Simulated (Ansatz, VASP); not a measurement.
Two plane-wave programs on BN

INCAR

```
SYSTEM = BN
PREC = Accurate
ENCUT = 600
EDIFF = 1E-6
ISMEAR = 0
SIGMA = 0.05
LREAL = .False.
LASPH = .True.
NELM = 120
ALGO = Normal
ISIF = 2
LWAVE = .False.
LCHARG = .False.
NBANDS = 11
GGA_COMPAT = .False.
```

Contents of KPOINTS:

```
Automatic mesh
0
Gamma
  12 12 12
  0 0 0
```

Contents of POSCAR:

```
BN
1.0
    1.1510320406      0.6645486584      3.1030996510
   -1.1510320406      0.6645486584      3.1030996510
    0.0000000000     -1.3290973169      3.1030996510
B N
1 1
Direct
    0.9996712000      0.9996712000      0.9996712000
    0.3327618000      0.3327618000      0.3327618000
```

Input for Ansatz:

```yaml
crystal:
  lattice:
    - [1.1510320406, 0.6645486584, 3.103099651]
    - [-1.1510320406, 0.6645486584, 3.103099651]
    - [0.0, -1.3290973169, 3.103099651]
  atoms:
    - { symbol: B, position: [0.9996712, 0.9996712, 0.9996712] }
    - { symbol: "N", position: [0.3327618, 0.3327618, 0.3327618] }
basis:
  ecutwfc: 420
kpoints:
  mp_grid: { grid: [12, 12, 12] }
hamiltonian:
  xc: lda
scf:
  occupations: { method: gaussian, width: 0.05 }
output:
  forces: true
  stress: true
  eigenvalues: true
```

Change from the starting cell: strain -0.080 along x and y, -0.080 along z, atoms carried along.

Alike in both runs: task single point; functional LDA; k mesh 12 × 12 × 12; occupations gaussian, width 0.05 eV; no spin polarisation.

|  | VASP | Ansatz |
| --- | --- | --- |
| version | VASP 6.6.1 | Ansatz 0.2.0 |
| potentials or method | VASP PAW LDA potentials, release 64 (B, N), cutoff 600 eV | scalar-relativistic, plane waves, PAW |
| valence electrons in the cell | 8 | 8 |

```csv
,VASP,Ansatz,Ansatz less VASP
gap on the k mesh at the Fermi level (eV),4.31,4.34,+0.025
least direct gap on the mesh (eV),5.15,5.17,+0.015
pressure (GPa),87.1,86.7,-0.40
"traceless stress, the component that is largest in VASP (GPa)",-85.80,-85.09,+0.703
rms of the force components (eV/Å),0.013,0.012,-0.0003
```

LDA's correlation is that of Perdew and Zunger in VASP and of Perdew and Wang (1992) in Ansatz. Atom by atom the forces differ by 0.000 eV/Å (rms over components). Both programs put the cell under a high pressure, so it lies far from rest at this level.

Noted on VASP's run: the cell as given lies far from equilibrium.
